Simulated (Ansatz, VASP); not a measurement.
# Si4Ru in VASP and in Ansatz

```
Si Ru
1.0
     2.97622    0.00000    0.00000
    -1.48811    2.57749    0.00000
     0.00000    0.00000    9.27367
Si Ru
4 1
Direct
  0.33333 0.66667 0.80940
  0.33333 0.66667 0.39876
  0.66667 0.33333 0.19060
  0.66667 0.33333 0.60124
  0.00000 0.00000 0.00000
```

Change from the starting cell: species swapped into the Co4H type (P-3m1, No. 164).

Alike in both runs: functional PBE; k mesh 6 × 6 × 2; occupations gaussian, width 0.2 eV; no spin polarisation.

Ansatz relaxed the structure, and its values are those at the end. VASP's run is a single point on that final structure, the one shown.

|  | VASP | Ansatz |
| --- | --- | --- |
| version | VASP 6.6.1 | Ansatz 0.2.0 |
| potentials or method | VASP PAW PBE potentials, release 64 (Si, Ru_pv), cutoff 500 eV | scalar-relativistic, plane waves, PAW |
| valence electrons in the cell | 30 | 32 |

Ansatz gave:

```
gap on the k mesh at the Fermi level (eV) : none
pressure (GPa)                            : 0.0
rms of the force components (eV/Å)        : 0.005
```

Task: Which values does VASP return?

Result: gap on the k mesh at the Fermi level (eV): none; pressure (GPa): 0.0; rms of the force components (eV/Å): 0.007.

A gap of «none» marks a metal or a gap that the smearing closes. VASP's potentials hold 30 valence electrons a cell and Ansatz's 32, so a difference there can come from the potentials and not from the codes.

The k mesh is coarse, so the values compare programs but aren't converged.
